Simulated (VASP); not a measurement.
# Ir (I4/mmm) in VASP: notebook, part 2 of 2

VASP 6.6.1. Earlier steps stand in the parts before.

### 4 Single point, LDA

This run uses another cell than the first one, of the same volume but with other edges.

File INCAR:

```
SYSTEM = Ir
  PREC = Accurate
  ENCUT = 560
  EDIFF = 1E-6
  ISMEAR = 0
  SIGMA = 0.15
  LREAL = .False.
  LASPH = .True.
  NELM = 120
  ALGO = Normal
  ISIF = 2
  LWAVE = .False.
  LCHARG = .False.
  GGA = CA
  NBANDS = 14
  GGA_COMPAT = .False.
```

File KPOINTS:

```
regular mesh
0
Gamma
  24 24 24
  0 0 0
```

File POSCAR:

```
Ir
1.0
    0.0000000000      2.0265643084      1.7225796622
    2.0265643084      0.0000000000      1.7225796622
    2.0265643084      2.0265643084      0.0000000000
Ir
1
Direct
    0.0000000000      0.0000000000      0.0000000000
```

Potentials or basis: VASP PAW LDA potentials, release 64 (Ir_sv_GW).

Launch:

```bash
> cat potpaw_LDA.64/Ir_sv_GW/POTCAR > POTCAR
> mpirun -np 1 vasp_std > vasp.out
```

OUTCAR:

```text
SYSTEM = Ir
   PREC = Accurate
   ENCUT = 560
   EDIFF = 1E-6
   ISMEAR = 0
   LREAL = .False.
   LASPH = .True.
   NELM = 120
   ISIF = 2
   GGA = CA

 ion  position               nearest neighbor table
   1  0.000  0.000  0.000-

  LATTYP: Found a body centered tetragonal cell.
 ALAT       =     2.8659947300
 C/A-ratio  =     1.2020815281

  Lattice vectors:

 A1 = (   0.0000000000,  -2.0265643084,  -1.7225796622)
 A2 = (   0.0000000000,   2.0265643084,  -1.7225796622)
 A3 = (   2.0265643084,   0.0000000000,   1.7225796622)

Analysis of symmetry for initial positions (statically):
=====================================================================
 Subroutine PRICEL returns:
 Original cell was already a primitive cell.

 Routine SETGRP: Setting up the symmetry group for a
 body centered tetragonal supercell.

 Subroutine GETGRP returns: Found 16 space group operations
 (whereof 16 operations were pure point group operations)
 out of a pool of 16 trial point group operations.

The static configuration has the point symmetry D_4h.

Analysis of symmetry for dynamics (positions and initial velocities):
=====================================================================
 Subroutine PRICEL returns:
 Original cell was already a primitive cell.

 Routine SETGRP: Setting up the symmetry group for a
 body centered tetragonal supercell.

 Subroutine GETGRP returns: Found 16 space group operations
 (whereof 16 operations were pure point group operations)
 out of a pool of 16 trial point group operations.

The dynamic configuration has the point symmetry D_4h.

 Subroutine INISYM returns: Found 16 space group operations
 (whereof 16 operations are pure point group operations),
 and found     1 'primitive' translations

----------------------------------------------------------------------------------------

                                     Primitive cell

  volume of cell :      14.1491

  direct lattice vectors                    reciprocal lattice vectors
     0.000000000  2.026564308  1.722579662    -0.246722987  0.246722987  0.290262338
     2.026564308  0.000000000  1.722579662     0.246722987 -0.246722987  0.290262338
     2.026564308  2.026564308  0.000000000     0.246722987  0.246722987 -0.290262338

  length of vectors
     2.659745023  2.659745023  2.865994730     0.453868582  0.453868582  0.453868582

  position of ions in fractional coordinates (direct lattice)
     0.000000000  0.000000000  0.000000000

  ion indices of the primitive-cell ions
   primitive index   ion index
                 1           1

----------------------------------------------------------------------------------------

 KPOINTS: regular mesh

Automatic generation of k-mesh.
 Grid dimensions read from file:
 generate k-points for:   24   24   24

 Generating k-lattice:

  Cartesian coordinates                     Fractional coordinates (reciprocal lattice)
    -0.010280124  0.010280124  0.012094264     0.041666667  0.000000000  0.000000000
     0.010280124 -0.010280124  0.012094264     0.000000000  0.041666667  0.000000000
     0.010280124  0.010280124 -0.012094264     0.000000000  0.000000000  0.041666667

  Length of vectors
     0.018911191  0.018911191  0.018911191

  Shift w.r.t. Gamma in fractional coordinates (k-lattice)
     0.000000000  0.000000000  0.000000000

 Subroutine IBZKPT returns following result:
 ===========================================

 Found   1063 irreducible k-points:

 Following reciprocal coordinates:
            Coordinates               Weight
  0.000000  0.000000  0.000000      1.000000
  0.041667  0.000000  0.000000      8.000000
  0.083333 -0.000000  0.000000      8.000000
  0.125000  0.000000  0.000000      8.000000
  0.166667  0.000000  0.000000      8.000000
  0.208333 -0.000000  0.000000      8.000000
[... 16 lines left out ...]
  0.416667  0.041667  0.000000      8.000000
  0.458333  0.041667  0.000000      8.000000
 [... further k-points ...]
   k-points           NKPTS =   1063   k-points in BZ     NKDIM =   1063   number of bands    NBANDS=     14
   number of dos      NEDOS =    301   number of ions     NIONS =      1
   total plane-waves  NPLWV =  13824
   dimension x,y,z NGX =    24 NGY =   24 NGZ =   24
   dimension x,y,z NGXF=    48 NGYF=   48 NGZF=   48
   ions per type =               1
   NGX,Y,Z   is equivalent  to a cutoff of  15.00, 15.00, 13.92 a.u.
   NGXF,Y,Z  is equivalent  to a cutoff of  30.00, 30.00, 27.84 a.u.
 SYSTEM =  Ir
   PREC   = accura    normal or accurate (medium, high low for compatibility)
   ISTART =      0    job   : 0-new  1-cont  2-samecut
   ICHARG =      2    charge: 1-file 2-atom 10-const
   ISPIN  =      1    spin polarized calculation?
   LNONCOLLINEAR =      F non collinear calculations
   LSORBIT =      F    spin-orbit coupling
   LASPH  =      T    aspherical Exc in radial PAW
   ENCUT  =  560.0 eV  41.16 Ry    6.42 a.u.   5.13  5.13  5.53*2*pi/ulx,y,z
   NELM   =    120;   NELMIN=  2; NELMDL= -5     # of ELM steps
   EDIFF  = 0.1E-05   stopping-criterion for ELM
   LREAL  =      F    real-space projection
   EDIFFG = 0.1E-04   stopping-criterion for IOM
   NSW    =      0    number of steps for IOM
   IBRION =     -1    ionic relax: 0-MD 1-quasi-New 2-CG
   NFREE  =      0    steps in history (QN), initial steepest desc. (CG)
   ISIF   =      2    stress and relaxation
   ISYM   =      2    0-nonsym 1-usesym 2-fastsym
   POTIM  = 0.5000    time-step for ionic-motion
   TEBEG  =    0.0;   TEEND  =   0.0 temperature during run
   PSTRESS=    0.0 pullay stress
   NELECT =      17.0000    total number of electrons
   NUPDOWN=      -1.0000    fix difference up-down
   EMIN   =  10.00;   EMAX   =-10.00  energy-range for DOS
   EFERMI =   0.00;   METHOD = LEGACY
   ISMEAR =     0;   SIGMA  =   0.15  broadening in eV -4-tet -1-fermi 0-gaus
   EFERMI_NEDOS =   21; number of points for ismear=-14 and -15
   IALGO  =     38    algorithm
   IMIX   =      4    mixing-type and parameters
     AMIX     =   0.40;   BMIX     =  1.00
     AMIX_MAG =   1.60;   BMIX_MAG =  1.00
  volume/ion in A,a.u.               =      14.15        95.48
  Fermi-wavevector in a.u.,A,eV,Ry     =   1.740395  3.288869 41.211694  3.028974
  Thomas-Fermi vector in A             =   2.813052
   LORBIT       =      0    0 simple, 1 ext, 2 COOP (PROOUT), +10 PAW based schemes
   GGA     = CA    functional components
   LHFCALC =     F    Hartree Fock is set to
   AEXX    =    0.0000 exact exchange contribution
   IVDW    =     0    specifies the selected vdW correction
   LEPSILON=     F    determine dielectric tensor
   LRPA    =     F    only Hartree local field effects (RPA)
 non-spin polarized calculation
 Gauss-broadening in eV      SIGMA  =   0.15
  energy-cutoff  :      560.00
  volume of cell :       14.15
 maximum number of plane-waves:       439
 NGX is ok and might be reduce to    24

 number of electron      17.0000000 magnetization

 Free energy of the ion-electron system (eV)
  ---------------------------------------------------
  ext. energy  EPLUGINS =         0.00000000
  ---------------------------------------------------
  free energy    TOTEN  =       -10.64878133 eV

  energy without entropy =      -10.63553662  energy(sigma->0) =      -10.64215898

 E-fermi :  12.5729     XC(G=0): -14.7781

 val. band max:       12.5719851979   @ k =   0.4167   0.3750   0.0000
 cond. band min:      12.5743711429   @ k =   0.3333   0.2083   0.0417
 fundamental gap:      0.0023859450
 Fermi energy:        12.5729100005

 k-point     1 :       0.0000    0.0000    0.0000
  band No.  band energies     occupation
      1     -79.8280      2.00000
      2     -36.5366      2.00000
      3     -36.5366      2.00000
      4     -36.4062      2.00000
      5       1.5714      2.00000
      6       8.3456      2.00000
      7       8.3456      2.00000
      8      10.0588      2.00000
      9      10.1828      2.00000
     10      12.4066      1.88317
     11      26.7808      0.00000
     12      30.1389      0.00000
     13      30.1389      0.00000
     14      35.9096      0.00000
[... 375 lines left out ...]
 k-point    24 :       0.4583    0.0417    0.0000
  band No.  band energies     occupation
      1     -79.7588      2.00000
      2     -37.2786      2.00000
      3     -36.7433      2.00000
      4     -36.4909      2.00000
      5       4.6525      2.00000
      6       7.7130      2.00000
      7       9.9489      2.00000
      8      11.0539      2.00000
      9      13.2927      0.00000
     10      14.1157      0.00000
     11      20.6875      0.00000
     12      26.0025      0.00000
     13      30.6886      0.00000
     14      33.9161      0.00000

 [... further k-points ...]

------------------------ aborting loop because EDIFF is reached ----------------------------------------

  FORCE on cell =-STRESS in cart. coord.  units (eV):
  Direction    XX          YY          ZZ          XY          YZ          ZX
  --------------------------------------------------------------------------------------
  -------------------------------------------------------------------------------------
  Total       -1.7462014     -1.7462014      2.4556489      0.0000000      0.0000000      0.0000000
  in kB     -197.7310293   -197.7310293    278.0652799      0.0000000      0.0000000      0.0000000
  external PRESSURE =     -39.1322596 kB  Pullay stress =       0.0000000 kB

 VOLUME and BASIS-vectors are now :
 -----------------------------------------------------------------------------
  energy-cutoff  :      560.00
  volume of cell :       14.15
      direct lattice vectors                 reciprocal lattice vectors
     0.000000000  2.026564308  1.722579662    -0.246722987  0.246722987  0.290262338
     2.026564308  0.000000000  1.722579662     0.246722987 -0.246722987  0.290262338
     2.026564308  2.026564308  0.000000000     0.246722987  0.246722987 -0.290262338

 POSITION                                       TOTAL-FORCE (eV/Angst)
 -----------------------------------------------------------------------------------
      0.00000      0.00000      0.00000         0.000000      0.000000      0.000000
 -----------------------------------------------------------------------------------
    total drift:                                0.000000      0.000000      0.000000

  FREE ENERGIE OF THE ION-ELECTRON SYSTEM (eV)
  ---------------------------------------------------
  free  energy   TOTEN  =       -10.6487813326 eV

  energy  without entropy=      -10.6355366189  energy(sigma->0) =      -10.64215898
```

stdout:

```text
POSCAR found type information on POSCAR Ir
 POSCAR found :  1 types and       1 ions
 scaLAPACK will be used
 LDA part: xc-table for (Slater(with rela. corr.)+CA(PZ))
 , standard interpolation
 POSCAR, INCAR and KPOINTS ok, starting setup
 FFT: planning ... GRIDC
 FFT: planning ... GRID_SOFT
 FFT: planning ... GRID
 WAVECAR not read
 entering main loop
```

It took 80 s on 1 thread of Intel Xeon 6975P-C (Granite Rapids), shared host; peak memory 0.34 GiB.

Results:

| Property | Result |
| --- | --- |
| Free energy | -10.6488 eV |
| Pressure | -3.9 GPa |
| Band gap on the k mesh | zero (an odd number of electrons rules out a gap without spin polarisation) |

Stress tensor (GPa, compression positive):
```
-19.77   0.00   0.00
  0.00 -19.77   0.00
  0.00   0.00  27.81
```

Caveat: the stress differs along the axes, from -20 to 28 GPa; spin-orbit coupling is left out, which moves the levels of the heavy elements.

### 5 The runs side by side

| cell | gap on the mesh (eV) | pressure (GPa) |
| --- | --- | --- |
| a = 2.962, b = 2.962, c = 2.419 Å, angles 65.9, 65.9, 48.2°, 1 atom | none | 24.8 |
| a = 2.822, b = 2.822, c = 2.555 Å, angles 63.1, 63.1, 53.8°, 1 atom | none | 0.0 |
| a = 2.660, b = 2.660, c = 2.866 Å, angles 57.4, 57.4, 65.2°, 1 atom | none | -3.9 |

Alike in all rows: task single point; level LDA; potentials or basis VASP PAW LDA potentials, release 64 (Ir_sv_GW); no spin polarisation; k mesh 24 × 24 × 24; cutoff (eV) 560; smearing gaussian 0.15 eV.

Caveats: spin-orbit coupling is left out, which moves the levels of the heavy elements; the stress differs along the axes, from -40 to 57 GPa (at least some runs); the stress differs along the axes, from -41 to 20 GPa (at least some runs); the stress differs along the axes, from -20 to 28 GPa (at least some runs).

Total energies depend on the potentials used, so only differences within one code and one set of settings carry meaning.
